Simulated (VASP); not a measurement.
# Te (Im-3m) in VASP: further runs, part 2 of 2

VASP 6.6.1. Earlier steps stand in the parts before.

## (4) Single point, LDA (volume scaled by 0.52)

File INCAR:

```
SYSTEM = Te
  ALGO = Normal
  EDIFF = 1E-6
  ENCUT = 520
  GGA = CA
  ISIF = 2
  ISMEAR = -1
  LASPH = .TRUE.
  LCHARG = .FALSE.
  LREAL = .FALSE.
  LWAVE = .FALSE.
  NBANDS = 9
  NELM = 100
  PREC = Accurate
  SIGMA = 0.1
```

File KPOINTS:

```
k-points
0
G
  15 15 15
  0 0 0
```

File POSCAR:

```
Te
1.0
   -1.5137238002      1.5137238002      1.5137238002
    1.5137238002     -1.5137238002      1.5137238002
    1.5137238002      1.5137238002     -1.5137238002
Te
1
Direct
    0.0000000000      0.0000000000      0.0000000000
```

Potentials or basis: VASP PAW LDA potentials, release 64 (Te).

Run with:

```
$ cat potpaw_LDA.64/Te/POTCAR > POTCAR
$ mpirun -np 1 vasp_std > vasp.out
```

OUTCAR:

```text
SYSTEM = Te
   EDIFF = 1E-6
   ENCUT = 520
   GGA = CA
   ISIF = 2
   ISMEAR = -1
   LASPH = .TRUE.
   LREAL = .FALSE.
   NELM = 100
   PREC = Accurate

 ion  position               nearest neighbor table
   1  0.000  0.000  0.000-

  LATTYP: Found a body centered cubic cell.
 ALAT       =     3.0274476004

  Lattice vectors:

 A1 = (  -1.5137238002,   1.5137238002,   1.5137238002)
 A2 = (   1.5137238002,  -1.5137238002,   1.5137238002)
 A3 = (   1.5137238002,   1.5137238002,  -1.5137238002)

Analysis of symmetry for initial positions (statically):
=====================================================================
 Subroutine PRICEL returns:
 Original cell was already a primitive cell.

 Routine SETGRP: Setting up the symmetry group for a
 body centered cubic supercell.

 Subroutine GETGRP returns: Found 48 space group operations
 (whereof 48 operations were pure point group operations)
 out of a pool of 48 trial point group operations.

The static configuration has the point symmetry O_h .

Analysis of symmetry for dynamics (positions and initial velocities):
=====================================================================
 Subroutine PRICEL returns:
 Original cell was already a primitive cell.

 Routine SETGRP: Setting up the symmetry group for a
 body centered cubic supercell.

 Subroutine GETGRP returns: Found 48 space group operations
 (whereof 48 operations were pure point group operations)
 out of a pool of 48 trial point group operations.

The dynamic configuration has the point symmetry O_h .

 Subroutine INISYM returns: Found 48 space group operations
 (whereof 48 operations are pure point group operations),
 and found     1 'primitive' translations

----------------------------------------------------------------------------------------

                                     Primitive cell

  volume of cell :      13.8739

  direct lattice vectors                    reciprocal lattice vectors
    -1.513723800  1.513723800  1.513723800     0.000000000  0.330311250  0.330311250
     1.513723800 -1.513723800  1.513723800     0.330311250  0.000000000  0.330311250
     1.513723800  1.513723800 -1.513723800     0.330311250  0.330311250  0.000000000

  length of vectors
     2.621846531  2.621846531  2.621846531     0.467130649  0.467130649  0.467130649

  position of ions in fractional coordinates (direct lattice)
     0.000000000  0.000000000  0.000000000

  ion indices of the primitive-cell ions
   primitive index   ion index
                 1           1

----------------------------------------------------------------------------------------

 KPOINTS: k-points

Automatic generation of k-mesh.
 Grid dimensions read from file:
 generate k-points for:   15   15   15

 Generating k-lattice:

  Cartesian coordinates                     Fractional coordinates (reciprocal lattice)
     0.000000000  0.022020750  0.022020750     0.066666667  0.000000000  0.000000000
     0.022020750  0.000000000  0.022020750     0.000000000  0.066666667  0.000000000
     0.022020750  0.022020750  0.000000000     0.000000000  0.000000000  0.066666667

  Length of vectors
     0.031142043  0.031142043  0.031142043

  Shift w.r.t. Gamma in fractional coordinates (k-lattice)
     0.000000000  0.000000000  0.000000000

 Subroutine IBZKPT returns following result:
 ===========================================

 Found    120 irreducible k-points:

 Following reciprocal coordinates:
            Coordinates               Weight
  0.000000  0.000000  0.000000      1.000000
  0.066667  0.000000  0.000000     12.000000
  0.133333  0.000000  0.000000     12.000000
  0.200000  0.000000  0.000000     12.000000
  0.266667  0.000000  0.000000     12.000000
  0.333333  0.000000  0.000000     12.000000
[... 16 lines left out ...]
  0.333333  0.200000  0.000000     48.000000
  0.400000  0.200000  0.000000     24.000000
 [... further k-points ...]
   k-points           NKPTS =    120   k-points in BZ     NKDIM =    120   number of bands    NBANDS=      9
   number of dos      NEDOS =    301   number of ions     NIONS =      1
   total plane-waves  NPLWV =   8000
   dimension x,y,z NGX =    20 NGY =   20 NGZ =   20
   dimension x,y,z NGXF=    40 NGYF=   40 NGZF=   40
   ions per type =               1
   NGX,Y,Z   is equivalent  to a cutoff of  12.68, 12.68, 12.68 a.u.
   NGXF,Y,Z  is equivalent  to a cutoff of  25.36, 25.36, 25.36 a.u.
 SYSTEM =  Te
   PREC   = accura    normal or accurate (medium, high low for compatibility)
   ISTART =      0    job   : 0-new  1-cont  2-samecut
   ICHARG =      2    charge: 1-file 2-atom 10-const
   ISPIN  =      1    spin polarized calculation?
   LNONCOLLINEAR =      F non collinear calculations
   LSORBIT =      F    spin-orbit coupling
   LASPH  =      T    aspherical Exc in radial PAW
   ENCUT  =  520.0 eV  38.22 Ry    6.18 a.u.   4.87  4.87  4.87*2*pi/ulx,y,z
   NELM   =    100;   NELMIN=  2; NELMDL= -5     # of ELM steps
   EDIFF  = 0.1E-05   stopping-criterion for ELM
   LREAL  =      F    real-space projection
   EDIFFG = 0.1E-04   stopping-criterion for IOM
   NSW    =      0    number of steps for IOM
   IBRION =     -1    ionic relax: 0-MD 1-quasi-New 2-CG
   NFREE  =      0    steps in history (QN), initial steepest desc. (CG)
   ISIF   =      2    stress and relaxation
   ISYM   =      2    0-nonsym 1-usesym 2-fastsym
   POTIM  = 0.5000    time-step for ionic-motion
   TEBEG  =    0.0;   TEEND  =   0.0 temperature during run
   PSTRESS=    0.0 pullay stress
   NELECT =       6.0000    total number of electrons
   NUPDOWN=      -1.0000    fix difference up-down
   EMIN   =  10.00;   EMAX   =-10.00  energy-range for DOS
   EFERMI =   0.00;   METHOD = LEGACY
   ISMEAR =    -1;   SIGMA  =   0.10  broadening in eV -4-tet -1-fermi 0-gaus
   EFERMI_NEDOS =   21; number of points for ismear=-14 and -15
   IALGO  =     38    algorithm
   IMIX   =      4    mixing-type and parameters
     AMIX     =   0.40;   BMIX     =  1.00
     AMIX_MAG =   1.60;   BMIX_MAG =  1.00
  volume/ion in A,a.u.               =      13.87        93.63
  Fermi-wavevector in a.u.,A,eV,Ry     =   1.238013  2.339506 20.853333  1.532677
  Thomas-Fermi vector in A             =   2.372556
   LORBIT       =      0    0 simple, 1 ext, 2 COOP (PROOUT), +10 PAW based schemes
   GGA     = CA    functional components
   LHFCALC =     F    Hartree Fock is set to
   AEXX    =    0.0000 exact exchange contribution
   IVDW    =     0    specifies the selected vdW correction
   LEPSILON=     F    determine dielectric tensor
   LRPA    =     F    only Hartree local field effects (RPA)
 non-spin polarized calculation
  energy-cutoff  :      520.00
  volume of cell :       13.87
 maximum number of plane-waves:       382
   NGX =  9   NGY =  9   NGZ =  9

 number of electron       5.9999999 magnetization

 Free energy of the ion-electron system (eV)
  ---------------------------------------------------
  ext. energy  EPLUGINS =         0.00000000
  ---------------------------------------------------
  free energy    TOTEN  =         0.79254935 eV

  energy without entropy =        0.80390598  energy(sigma->0) =        0.79822766

 E-fermi :  21.9396     XC(G=0): -13.5967

 val. band max:       21.9215253756   @ k =  -0.4667   0.4667   0.4667
 cond. band min:      21.9406653668   @ k =  -0.4667   0.4667   0.2000
 fundamental gap:      0.0191399911
 Fermi energy:        21.9396315892

 k-point     1 :       0.0000    0.0000    0.0000
  band No.  band energies     occupation
      1      -0.8186      2.00000
      2      30.8832      0.00000
      3      30.8832      0.00000
      4      30.8832      0.00000
      5      31.9755      0.00000
      6      31.9755      0.00000
      7      31.9755      0.00000
      8      33.7584      0.00000
      9      33.7584      0.00000

 k-point     2 :       0.0667    0.0000    0.0000
  band No.  band energies     occupation
      1      -0.6590      2.00000
      2      28.9150      0.00000
      3      29.8342      0.00000
      4      30.3629      0.00000
      5      31.3014      0.00000
      6      31.3573      0.00000
      7      31.9265      0.00000
      8      34.6702      0.00000
      9      34.6813      0.00000
[... 253 lines left out ...]
 k-point    24 :       0.4000    0.2000    0.0000
  band No.  band energies     occupation
      1       8.7796      2.00000
      2       9.9156      2.00000
      3      16.5372      2.00000
      4      23.0100      0.00004
      5      30.6207      0.00000
      6      35.1922      0.00000
      7      35.5661      0.00000
      8      36.7418      0.00000
      9      43.8619      0.00000

 [... further k-points ...]
[... 5 lines left out ...]
  --------------------------------------------------------------------------------------
  -------------------------------------------------------------------------------------
  Total       17.4381303     17.4381303     17.4381303     -0.0000000     -0.0000000      0.0000000
  in kB     2013.7733593   2013.7733593   2013.7733593     -0.0000000     -0.0000000      0.0000000
  external PRESSURE =    2013.7733593 kB  Pullay stress =       0.0000000 kB

 VOLUME and BASIS-vectors are now :
 -----------------------------------------------------------------------------
  energy-cutoff  :      520.00
  volume of cell :       13.87
      direct lattice vectors                 reciprocal lattice vectors
    -1.513723800  1.513723800  1.513723800     0.000000000  0.330311250  0.330311250
     1.513723800 -1.513723800  1.513723800     0.330311250  0.000000000  0.330311250
     1.513723800  1.513723800 -1.513723800     0.330311250  0.330311250  0.000000000

 POSITION                                       TOTAL-FORCE (eV/Angst)
 -----------------------------------------------------------------------------------
      0.00000      0.00000      0.00000        -0.000000     -0.000000      0.000000
 -----------------------------------------------------------------------------------
    total drift:                                0.000000      0.000000     -0.000000

  FREE ENERGIE OF THE ION-ELECTRON SYSTEM (eV)
  ---------------------------------------------------
  free  energy   TOTEN  =         0.7925493470 eV

  energy  without entropy=        0.8039059795  energy(sigma->0) =        0.79822766
```

Wall time 9.3 s (1 thread of Intel Xeon 6975P-C, shared host); peak memory 0.13 GiB.

Results:

```
Free energy            : 0.7925 eV
Pressure               : 201.4 GPa
Band gap on the k mesh : zero (band 3 reaches 30.88 eV, above the bottom of band 4 at 15.12 eV)
```

Levels at points of the mesh, in eV from the Fermi level:
| k point | band 1 | band 2 | band 3 | band 4 | band 5 | band 6 | band 7 |
| --- | --- | --- | --- | --- | --- | --- | --- |
| (0.00, 0.00, 0.00) | -22.76 | 8.94 | 8.94 | 8.94 | 10.04 | 10.04 | 10.04 |

Caveat: spin-orbit coupling is left out, which moves the levels of the heavy elements.

## (5) Single point, LDA (volume scaled by 0.6)

File INCAR:

```
PREC = Accurate
ENCUT = 520
EDIFF = 1E-7
ISMEAR = -1
SIGMA = 0.1
LREAL = F
LASPH = T
NELM = 100
ALGO = Normal
ISIF = 2
LWAVE = F
LCHARG = F
NBANDS = 9
```

File KPOINTS:

```
regular mesh
0
Gamma
  15 15 15
```

File POSCAR:

```
Te
1.0
   -1.5876786629      1.5876786629      1.5876786629
    1.5876786629     -1.5876786629      1.5876786629
    1.5876786629      1.5876786629     -1.5876786629
Te
1
Direct
    0.0000000000      0.0000000000      0.0000000000
```

Run with:

```
$ cat potpaw_LDA.64/Te/POTCAR > POTCAR
$ mpirun -np 1 vasp_std > vasp.out
```

Wall time 9.5 s (1 thread of Intel Xeon 6975P-C, shared host); peak memory 0.13 GiB.

Results (log left out):

* Free energy: -1.2457 eV
* Pressure: 113.4 GPa
* Band gap on the k mesh: zero (band 3 reaches 25.65 eV, above the bottom of band 4 at 12.55 eV)

Levels at points of the mesh, in eV from the Fermi level:
| k point | band 1 | band 2 | band 3 | band 4 | band 5 | band 6 |
| --- | --- | --- | --- | --- | --- | --- |
| (0.00, 0.00, 0.00) | -20.47 | 7.26 | 7.26 | 7.26 | 10.72 | 10.72 |

Caveat: spin-orbit coupling is left out, which moves the levels of the heavy elements.

## (6) Overview

```csv
cell,gap on the mesh (eV),pressure (GPa)
"a = 2.498 Å, angles 109.5°, 1 atom",none,340.3
"a = 2.622 Å, angles 109.5°, 1 atom",none,201.4
"a = 2.750 Å, angles 109.5°, 1 atom",none,113.4
```

Alike in all rows: task single point; level LDA; potentials or basis VASP PAW LDA potentials, release 64 (Te); no spin polarisation; k mesh 15 × 15 × 15; cutoff (eV) 520; smearing fermi-dirac 0.1 eV.

Caveats: spin-orbit coupling is left out, which moves the levels of the heavy elements.

Absolute energies hang on the potentials; compare differences alone.
